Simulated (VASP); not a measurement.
Al3Pt, 4 atoms in the cell. The structure is cubic, space group Fm-3m (No. 225). The conventional cell has a = 6.206 Å, b = 6.206 Å, c = 6.206 Å, α = 90.00°, β = 90.00°, γ = 90.00°. Within 3.5 Å of Al (site symmetry m-3m) lie 8 Al at 2.69 Å and 6 Pt at 3.10 Å. Al (site symmetry -43m) has 10 Al at 2.69 to 3.10 Å and 4 Pt at 2.69 Å within 3.5 Å. Within 3.5 Å of Pt (site symmetry m-3m) lie 14 Al at 2.69 to 3.10 Å. 

```yaml
Program: VASP 6.6.1
Task: relaxation of cell and atoms
Functional: PBE
Potentials_or_basis: VASP PAW PBE potentials, release 64 (Al, Pt)
Cutoff: 600 eV
k_mesh: 6 × 6 × 6
Occupations: gaussian, width 0.1 eV
Spin: no spin polarisation
Dipole_correction: no
Further_INCAR_settings: ALGO = Fast; EDIFF = 1e-07; IBRION = 2; EDIFFG = -0.04; NSW = 90; ISIF = 3
```

Potentials or basis: VASP PAW PBE potentials, release 64 (Al, Pt).

Run with:

```bash
$ cat potpaw_PBE.64/Al/POTCAR potpaw_PBE.64/Pt/POTCAR > POTCAR
$ mpirun -np 1 vasp_std > vasp.out
```

Hardware: 1 thread of Intel(R) Xeon(R) 6975P-C (Granite Rapids), on a shared host.

Q: How long does it take, and how much memory?

A: It took 37 s on 1 thread of Intel(R) Xeon(R) 6975P-C (Granite Rapids) (shared host), peak memory 0.22 GiB. Counts: scf iterations 46, k points 16, ion steps 3.
